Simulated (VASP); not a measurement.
# Si2W (I4/mmm) in VASP: notebook

Runs on Si2W. Level: PBEsol. Tasks: single point.

All numbers are computed with VASP 6.6.1; they aren't measurements. Logs are shortened: lines on timing, memory, paths and dates and some standing lists are left out, and cuts for length are marked.

## 1. The cell of the first run

Symmetry: I4/mmm, No. 139, tetragonal system. The conventional cell has a = 3.363 Å, b = 3.363 Å, c = 7.425 Å, α = 90.00°, β = 90.00°, γ = 90.00°. Si (site symmetry 4mm) has 5 Si at 2.46 to 2.69 Å and 5 W at 2.48 to 2.68 Å within 3.2 Å. Within 3.3 Å of W (site symmetry 4/mmm) lie 10 Si at 2.48 to 2.68 Å.

## 2. Single point, PBEsol (strain +0.050 along x and y, -0.050 along z)

File INCAR:

```
SYSTEM = Si2W
ALGO = Normal ; EDIFF = 1E-7
ENCUT = 520 ; GGA = PS
ISIF = 2 ; ISMEAR = 0
LASPH = .TRUE. ; LCHARG = .TRUE.
LELF = .TRUE. ; LREAL = .FALSE.
LVHAR = .TRUE. ; LWAVE = .FALSE.
NBANDS = 18 ; NELM = 100
PREC = Accurate ; SIGMA = 0.15
```

File KPOINTS:

```
k-points
0
G
  20 20 20
  0 0 0
```

File POSCAR:

```
Si2W
1.0
   -1.6813122702      1.6813122702      3.7124729512
    1.6813122702     -1.6813122702      3.7124729512
    1.6813122702      1.6813122702     -3.7124729512
Si W
2 1
Direct
    0.3344989450      0.3344989450      0.0000000000
    0.6655010550      0.6655010550      0.0000000000
    0.0000000000      0.0000000000      0.0000000000
```

Potentials or basis: VASP PAW PBE potentials, release 64 (Si, W_sv).

On the command line:

```console
$ cat potpaw_PBE.64/Si/POTCAR potpaw_PBE.64/W_sv/POTCAR > POTCAR
$ mpirun -np 1 vasp_std > vasp.out
```

OUTCAR:

```text
SYSTEM = Si2W
   EDIFF = 1E-7
   ENCUT = 520
   GGA = PS
   ISIF = 2
   ISMEAR = 0
   LASPH = .TRUE.
   LREAL = .FALSE.
   NELM = 100
   PREC = Accurate

 ion  position               nearest neighbor table
   1  0.334  0.334  0.000-   2 2.46   3 2.48   3 2.68   3 2.68   3 2.68   3 2.68   2 2.69   2 2.69
                             2 2.69   2 2.69
   2  0.666  0.666  0.000-   1 2.46   3 2.48   3 2.68   3 2.68   3 2.68   3 2.68   1 2.69   1 2.69
                             1 2.69   1 2.69
   3  0.000  0.000  0.000-   1 2.48   2 2.48   2 2.68   2 2.68   2 2.68   1 2.68   1 2.68   1 2.68
                             2 2.68   1 2.68

  LATTYP: Found a body centered tetragonal cell.
 ALAT       =     3.3626245404
 C/A-ratio  =     2.2080805672

  Lattice vectors:

 A1 = (  -1.6813122702,   1.6813122702,   3.7124729512)
 A2 = (   1.6813122702,  -1.6813122702,   3.7124729512)
 A3 = (   1.6813122702,   1.6813122702,  -3.7124729512)

Analysis of symmetry for initial positions (statically):
=====================================================================
 Subroutine PRICEL returns:
 Original cell was already a primitive cell.

 Routine SETGRP: Setting up the symmetry group for a
 body centered tetragonal supercell.

 Subroutine GETGRP returns: Found 16 space group operations
 (whereof 16 operations were pure point group operations)
 out of a pool of 16 trial point group operations.

The static configuration has the point symmetry D_4h.

Analysis of symmetry for dynamics (positions and initial velocities):
=====================================================================
 Subroutine PRICEL returns:
 Original cell was already a primitive cell.

 Routine SETGRP: Setting up the symmetry group for a
 body centered tetragonal supercell.

 Subroutine GETGRP returns: Found 16 space group operations
 (whereof 16 operations were pure point group operations)
 out of a pool of 16 trial point group operations.

The dynamic configuration has the point symmetry D_4h.

 Subroutine INISYM returns: Found 16 space group operations
 (whereof 16 operations are pure point group operations),
 and found     1 'primitive' translations

----------------------------------------------------------------------------------------

                                     Primitive cell

  volume of cell :      41.9778

[... 83 lines left out ...]
   ICHARG =      2    charge: 1-file 2-atom 10-const
   ISPIN  =      1    spin polarized calculation?
   LNONCOLLINEAR =      F non collinear calculations
   LSORBIT =      F    spin-orbit coupling
   LASPH  =      T    aspherical Exc in radial PAW
   ENCUT  =  520.0 eV  38.22 Ry    6.18 a.u.   8.20  8.20  8.20*2*pi/ulx,y,z
   NELM   =    100;   NELMIN=  2; NELMDL= -5     # of ELM steps
   EDIFF  = 0.1E-06   stopping-criterion for ELM
   LREAL  =      F    real-space projection
   EDIFFG = 0.1E-05   stopping-criterion for IOM
   NSW    =      0    number of steps for IOM
   IBRION =     -1    ionic relax: 0-MD 1-quasi-New 2-CG
   NFREE  =      0    steps in history (QN), initial steepest desc. (CG)
   ISIF   =      2    stress and relaxation
   ISYM   =      2    0-nonsym 1-usesym 2-fastsym
   POTIM  = 0.5000    time-step for ionic-motion
   TEBEG  =    0.0;   TEEND  =   0.0 temperature during run
   PSTRESS=    0.0 pullay stress
   NELECT =      22.0000    total number of electrons
   NUPDOWN=      -1.0000    fix difference up-down
   EMIN   =  10.00;   EMAX   =-10.00  energy-range for DOS
   EFERMI =   0.00;   METHOD = LEGACY
   ISMEAR =     0;   SIGMA  =   0.15  broadening in eV -4-tet -1-fermi 0-gaus
   EFERMI_NEDOS =   21; number of points for ismear=-14 and -15
   IALGO  =     38    algorithm
   IMIX   =      4    mixing-type and parameters
     AMIX     =   0.40;   BMIX     =  1.00
     AMIX_MAG =   1.60;   BMIX_MAG =  1.00
  volume/ion in A,a.u.               =      13.99        94.43
  Fermi-wavevector in a.u.,A,eV,Ry     =   1.319904  2.494257 23.703346  1.742147
  Thomas-Fermi vector in A             =   2.449769
   LORBIT       =      0    0 simple, 1 ext, 2 COOP (PROOUT), +10 PAW based schemes
   GGA     = PS    functional components
   LHFCALC =     F    Hartree Fock is set to
   AEXX    =    0.0000 exact exchange contribution
   IVDW    =     0    specifies the selected vdW correction
   LEPSILON=     F    determine dielectric tensor
   LRPA    =     F    only Hartree local field effects (RPA)
 non-spin polarized calculation
 Gauss-broadening in eV      SIGMA  =   0.15
  energy-cutoff  :      520.00
  volume of cell :       41.98
 maximum number of plane-waves:      1146
 NGX is ok and might be reduce to    36
   NGX = 17   NGY = 17   NGZ = 17

 number of electron      21.9999999 magnetization

 Free energy of the ion-electron system (eV)
  ---------------------------------------------------
  ext. energy  EPLUGINS =         0.00000000
  ---------------------------------------------------
  free energy    TOTEN  =       -26.24197310 eV

  energy without entropy =      -26.23808388  energy(sigma->0) =      -26.24002849

 E-fermi :  11.0893     XC(G=0): -12.4122

 val. band max:       11.0868014268   @ k =  -0.4000   0.4000   0.4000
 cond. band min:      11.0980504412   @ k =  -0.2500  -0.2500   0.2000
 fundamental gap:      0.0112490145
 Fermi energy:        11.0893371366

 k-point     1 :       0.0000    0.0000    0.0000
  band No.  band energies     occupation
      1     -62.5946      2.00000
      2     -26.8852      2.00000
      3     -26.8852      2.00000
      4     -26.7740      2.00000
      5      -2.4459      2.00000
      6       4.9271      2.00000
[... 481 lines left out ...]
      5      -0.4541      2.00000
      6       3.5202      2.00000
[... 10 lines left out ...]
     17      18.3495      0.00000
     18      19.2116      0.00000

 [... further k-points ...]
[... 5 lines left out ...]
  --------------------------------------------------------------------------------------
  -------------------------------------------------------------------------------------
  Total       -5.0607160     -5.0607160      6.0652321      0.0000000      0.0000000      0.0000000
  in kB     -193.1534597   -193.1534597    231.4930473      0.0000000      0.0000000      0.0000000
  external PRESSURE =     -51.6046240 kB  Pullay stress =       0.0000000 kB

 VOLUME and BASIS-vectors are now :
 -----------------------------------------------------------------------------
  energy-cutoff  :      520.00
  volume of cell :       41.98
      direct lattice vectors                 reciprocal lattice vectors
    -1.681312270  1.681312270  3.712472951     0.000000000  0.297386755  0.134681116
     1.681312270 -1.681312270  3.712472951     0.297386755  0.000000000  0.134681116
     1.681312270  1.681312270 -3.712472951     0.297386755  0.297386755  0.000000000

 POSITION                                       TOTAL-FORCE (eV/Angst)
 -----------------------------------------------------------------------------------
      0.00000      0.00000      2.48364         0.000000      0.000000      0.136789
      0.00000      0.00000      4.94131        -0.000000     -0.000000     -0.136789
      0.00000      0.00000      0.00000         0.000000      0.000000     -0.000000
 -----------------------------------------------------------------------------------
    total drift:                                0.000000     -0.000000      0.000000

  FREE ENERGIE OF THE ION-ELECTRON SYSTEM (eV)
  ---------------------------------------------------
  free  energy   TOTEN  =       -26.2419731025 eV

  energy  without entropy=      -26.2380838845  energy(sigma->0) =      -26.24002849
```

Run time: 8.7 min. Hardware: 1 thread of AMD EPYC 9R45 (Zen 5), shared host; peak memory 0.53 GiB.

Results:

| Quantity | Value |
| --- | --- |
| Free energy | -26.2420 eV |
| Pressure | -5.2 GPa |
| Largest force | 0.137 eV/Å |
| Band gap on the k mesh | zero (band 11 reaches 11.56 eV, above the bottom of band 12 at 10.93 eV) |

Forces on the atoms (eV/Å):
```
Si   0.000  0.000  0.137
Si   0.000  0.000 -0.137
W    0.000  0.000  0.000
```

Levels at points of the mesh, in eV from the Fermi level:
```
           k point  band 8  band 9  band 10  band 11  band 12  band 13  band 14  band 15
(0.00, 0.00, 0.00)   -2.97   -2.80    -2.31     0.25     2.31     2.50     2.50     3.21
(0.50, 0.00, 0.00)   -4.28   -2.96    -2.29    -0.47     2.17     2.42     4.38     4.75
(0.50, 0.50, 0.00)   -5.26   -4.85    -2.24    -1.66     2.48     2.51     3.90     4.88
(0.50, 0.50, 0.50)   -2.73   -1.26    -1.26    -0.16    -0.16     0.53     5.05     6.24
```

Caveat: the cell differs from its parent crystal (strain +0.050 along x and y, -0.050 along z); the PAW data sets were made with another functional, which shifts forces and pressure a little; spin-orbit coupling is left out, which moves the levels of the heavy elements.

## 3. Single point, PBEsol (strain +0.000 along x and y, +0.050 along z)

File INCAR:

```
  PREC = Accurate
  ENCUT = 520
  EDIFF = 1E-7
  ISMEAR = 0
  SIGMA = 0.15
  LREAL = False
  LASPH = True
  NELM = 60
  ALGO = Normal
  ISIF = 2
  LWAVE = False
  LCHARG = True
  GGA = PS
  LELF = True
  LVHAR = True
  NBANDS = 18
```

File KPOINTS:

```
Automatic mesh
0
Gamma
  20 20 20
```

File POSCAR:

```
Si2W
1.0
   -1.6012497811      1.6012497811      4.1032595776
    1.6012497811     -1.6012497811      4.1032595776
    1.6012497811      1.6012497811     -4.1032595776
Si W
2 1
Direct
    0.3344989450      0.3344989450      0.0000000000
    0.6655010550      0.6655010550      0.0000000000
    0.0000000000      0.0000000000      0.0000000000
```

Potentials or basis: VASP PAW PBE potentials, release 64 (Si, W_sv).

On the command line:

```console
$ cat potpaw_PBE.64/Si/POTCAR potpaw_PBE.64/W_sv/POTCAR > POTCAR
$ mpirun -np 1 vasp_std > vasp.out
```

Wall time 8.2 min (1 thread of AMD EPYC 9R45 (Zen 5), shared host); peak memory 0.54 GiB.

The run converged. Its results:

```
Free energy            : -26.4943 eV
Pressure               : -10.2 GPa
Largest force          : 0.175 eV/Å
Band gap on the k mesh : zero (band 11 reaches 12.26 eV, above the bottom of band 12 at 10.82 eV)
```

Forces on the atoms (eV/Å):
```
Si   0.000  0.000  0.175
Si   0.000  0.000 -0.175
W    0.000  0.000  0.000
```

Stress tensor (GPa, compression positive):
```
 -4.35   0.00   0.00
  0.00  -4.35   0.00
  0.00   0.00 -22.00
```

Levels at points of the mesh, in eV from the Fermi level:
| k point | band 9 | band 10 | band 11 | band 12 | band 13 | band 14 |
| --- | --- | --- | --- | --- | --- | --- |
| (0.00, 0.00, 0.00) | -2.53 | -2.53 | 0.83 | 2.81 | 3.05 | 3.31 |
| (0.50, 0.00, 0.00) | -2.78 | -2.45 | -0.28 | 2.75 | 2.99 | 3.33 |
| (0.50, 0.50, 0.00) | -4.80 | -3.45 | -1.70 | 2.18 | 2.90 | 3.01 |
| (0.50, 0.50, 0.50) | -0.56 | -0.56 | -0.52 | -0.52 | 0.95 | 3.46 |

Caveat: the cell differs from its parent crystal (strain +0.000 along x and y, +0.050 along z); the PAW data sets were made with another functional, which shifts forces and pressure a little; spin-orbit coupling is left out, which moves the levels of the heavy elements.

## 4. Single point, PBEsol (strain +0.025 along x and y, +0.000 along z)

File INCAR:

```
SYSTEM = Si2W
PREC = Accurate ; ENCUT = 520
EDIFF = 1E-7 ; ISMEAR = 0
SIGMA = 0.15 ; LREAL = .FALSE.
LASPH = .TRUE. ; NELM = 80
ALGO = Normal ; ISIF = 2
LWAVE = .FALSE. ; LCHARG = .TRUE.
GGA = PS ; LELF = .TRUE.
LVHAR = .TRUE. ; NBANDS = 18
```

File KPOINTS:

```
regular mesh
0
G
  20 20 20
  0 0 0
```

File POSCAR:

```
Si2W
1.0
   -1.6412810256      1.6412810256      3.9078662644
    1.6412810256     -1.6412810256      3.9078662644
    1.6412810256      1.6412810256     -3.9078662644
Si W
2 1
Direct
    0.3344989450      0.3344989450      0.0000000000
    0.6655010550      0.6655010550      0.0000000000
    0.0000000000      0.0000000000      0.0000000000
```

On the command line:

```console
$ cat potpaw_PBE.64/Si/POTCAR potpaw_PBE.64/W_sv/POTCAR > POTCAR
$ mpirun -np 1 vasp_std > vasp.out
```

It took 7.8 min on 1 thread of AMD EPYC 9R45 (Zen 5), shared host; peak memory 0.54 GiB.

The run converged. Its results:

```
Free energy            : -26.5621 eV
Pressure               : -9.6 GPa
Largest force          : 0.101 eV/Å
Band gap on the k mesh : zero (band 11 reaches 11.85 eV, above the bottom of band 12 at 10.77 eV)
```

Forces on the atoms (eV/Å):
```
Si   0.000  0.000  0.101
Si   0.000  0.000 -0.101
W    0.000  0.000  0.000
```

Stress tensor (GPa, compression positive):
```
-12.34   0.00   0.00
  0.00 -12.34   0.00
  0.00   0.00  -4.13
```

Levels at points of the mesh, in eV from the Fermi level:
```tsv
k point	band 9	band 10	band 11	band 12	band 13	band 14
(0.00, 0.00, 0.00)	-2.77	-2.77	0.51	2.44	2.89	2.89
(0.50, 0.00, 0.00)	-2.72	-2.54	-0.40	2.44	2.66	4.09
(0.50, 0.50, 0.00)	-4.85	-2.89	-1.70	2.70	2.87	2.93
(0.50, 0.50, 0.50)	-0.92	-0.92	-0.40	-0.40	0.70	4.62
```

Caveat: the cell differs from its parent crystal (strain +0.025 along x and y, +0.000 along z); the PAW data sets were made with another functional, which shifts forces and pressure a little; spin-orbit coupling is left out, which moves the levels of the heavy elements.

## 5. Single point, PBEsol (strain -0.050 along x and y, -0.050 along z)

File INCAR:

```
PREC = Accurate
ENCUT = 520
EDIFF = 1E-6
ISMEAR = 0
SIGMA = 0.15
LREAL = False
LASPH = True
NELM = 80
ALGO = Normal
ISIF = 2
LWAVE = False
LCHARG = False
GGA = PS
NBANDS = 18
```

File KPOINTS:

```
regular mesh
0
Gamma
  20 20 20
```

File POSCAR:

```
Si2W
1.0
   -1.5211872920      1.5211872920      3.7124729512
    1.5211872920     -1.5211872920      3.7124729512
    1.5211872920      1.5211872920     -3.7124729512
Si W
2 1
Direct
    0.3344989450      0.3344989450      0.0000000000
    0.6655010550      0.6655010550      0.0000000000
    0.0000000000      0.0000000000      0.0000000000
```

On the command line:

```console
$ cat potpaw_PBE.64/Si/POTCAR potpaw_PBE.64/W_sv/POTCAR > POTCAR
$ mpirun -np 1 vasp_std > vasp.out
```

Wall time 12 min (1 thread of AMD EPYC 7R13, shared host); peak memory 0.45 GiB.

Results (log left out):

- Free energy: -25.8344 eV
- Pressure: 51.2 GPa
- Largest force: 0.478 eV/Å
- Band gap on the k mesh: zero (band 11 reaches 15.25 eV, above the bottom of band 12 at 13.69 eV)

Forces in eV/Å, atoms in the order of the input:
```
Si   0.000  0.000 -0.478
Si   0.000  0.000  0.478
W    0.000  0.000  0.000
```

Stress tensor (GPa, compression positive):
```
48.85  0.00  0.00
 0.00 48.85  0.00
 0.00  0.00 55.80
```

Levels at points of the mesh, in eV from the Fermi level:
```tsv
k point	band 7	band 8	band 9	band 10	band 11	band 12	band 13	band 14	band 15	band 16
(0.00, 0.00, 0.00)	-4.22	-3.47	-3.30	-3.30	0.77	2.28	3.65	3.65	3.94	5.60
(0.50, 0.00, 0.00)	-6.51	-5.30	-3.38	-3.29	-0.65	3.14	3.48	4.29	5.57	5.81
(0.50, 0.50, 0.00)	-6.71	-5.66	-5.37	-3.97	-1.67	3.57	3.80	4.02	4.50	4.52
(0.50, 0.50, 0.50)	-4.89	-3.09	-0.75	-0.75	-0.60	-0.60	1.02	5.26	6.27	7.04
```

Caveat: the cell differs from its parent crystal (strain -0.050 along x and y, -0.050 along z); the PAW data sets were made with another functional, which shifts forces and pressure a little; spin-orbit coupling is left out, which moves the levels of the heavy elements.

[end of part 1 of 2]
